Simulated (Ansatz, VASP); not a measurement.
One calculation of CO2, two programs

```
C O
1.0
     3.31033    0.00000    0.00000
     0.00000    3.31033    0.00000
     0.00000    0.00000    3.31033
C O
2 4
Direct
  0.00000 0.00000 0.00000
  0.50000 0.50000 0.50000
  0.25000 0.25000 0.25000
  0.25000 0.75000 0.75000
  0.75000 0.75000 0.25000
  0.75000 0.25000 0.75000
```

Alike in both runs: functional PBE; k mesh 8 × 8 × 8; occupations gaussian, width 0.02 eV; no spin polarisation.

Ansatz relaxed the structure, and its values are those at the end. VASP's run is a single point on that final structure, the one shown.

|  | VASP | Ansatz |
| --- | --- | --- |
| version | VASP 6.6.1 | Ansatz 0.2.0 |
| potentials or method | VASP PAW PBE potentials, release 64 (C_h, O_h), cutoff 910 eV | scalar-relativistic, plane waves, PAW |
| valence electrons in the cell | 32 | 32 |

Ansatz gave:

| Item | Value |
| --- | --- |
| gap on the k mesh at the Fermi level (eV) | 1.23 |
| least direct gap on the mesh (eV) | 1.44 |

Question: Which values does VASP return?

Answer: gap on the k mesh at the Fermi level (eV): 1.22; least direct gap on the mesh (eV): 1.44.

Noted on VASP's run: the cutoff is short for stress, so the pressure is rough.
